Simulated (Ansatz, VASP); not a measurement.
# ZrO2 in VASP and in Ansatz

File POSCAR:

```
ZrO2
1.0
    0.0000000000      2.5190076858      2.5190076858
    2.5190076858      0.0000000000      2.5190076858
    2.5190076858      2.5190076858      0.0000000000
Zr O
1 2
Direct
    0.0000000000      0.0000000000      0.0000000000
    0.2500000000      0.2500000000      0.2500000000
    0.7500000000      0.7500000000      0.7500000000
```

File INCAR.step1:

```
SYSTEM = ZrO2
PREC = Accurate
ENCUT = 660
ISMEAR = 0
SIGMA = 0.01
LREAL = .FALSE.
LASPH = .TRUE.
NELM = 120
NBANDS = 19
GGA = PE
ALGO = Normal
EDIFF = 1E-5
LWAVE = .TRUE.
LCHARG = .FALSE.
GGA_COMPAT = .FALSE.
```

The input INCAR.step2:

```
SYSTEM = ZrO2
PREC = Accurate
ENCUT = 660
EDIFF = 1E-6
ISMEAR = 0
SIGMA = 0.01
LREAL = .FALSE.
LASPH = .TRUE.
NELM = 120
ALGO = Normal
ISIF = 2
LWAVE = .FALSE.
LCHARG = .FALSE.
METAGGA = R2SCAN
LMIXTAU = .TRUE.
NBANDS = 19
ISTART = 1
GGA_COMPAT = .FALSE.
```

KPOINTS

```
regular mesh
0
G
  8 8 8
  0 0 0
```

Input for Ansatz:

```yaml
crystal:
  lattice:
    - [0.0, 2.5190076858, 2.5190076858]
    - [2.5190076858, 0.0, 2.5190076858]
    - [2.5190076858, 2.5190076858, 0.0]
  atoms:
    - { symbol: Zr, position: [0.0, 0.0, 0.0] }
    - { symbol: O, position: [0.25, 0.25, 0.25] }
    - { symbol: O, position: [0.75, 0.75, 0.75] }
kpoints:
  mp_grid: { grid: [8, 8, 8] }
hamiltonian:
  xc: r2scan
scf:
  occupations: { method: fixed }
  n_extra_bands: 4
output:
  forces: true
  stress: true
  eigenvalues: true
```

Alike in both runs: task single point; functional r2SCAN; k mesh 8 × 8 × 8; no spin polarisation.

|  | VASP | Ansatz |
| --- | --- | --- |
| version | VASP 6.6.1 | Ansatz 0.2.0 |
| potentials or method | VASP PAW PBE potentials, release 64 (Zr_sv, O) | plane waves, PAW |
| plane-wave cutoff (eV) | 660 | 500 |
| occupations | gaussian, width 0.01 eV | fixed |
| valence electrons in the cell | 24 | 24 |

|  | VASP | Ansatz | Ansatz less VASP |
| --- | --- | --- | --- |
| gap on the k mesh at the Fermi level (eV) | 3.97 | 3.98 | +0.014 |
| pressure (GPa) | 8.4 | 8.3 | -0.06 |

VASP's potentials were made for PBE, not for r2SCAN.
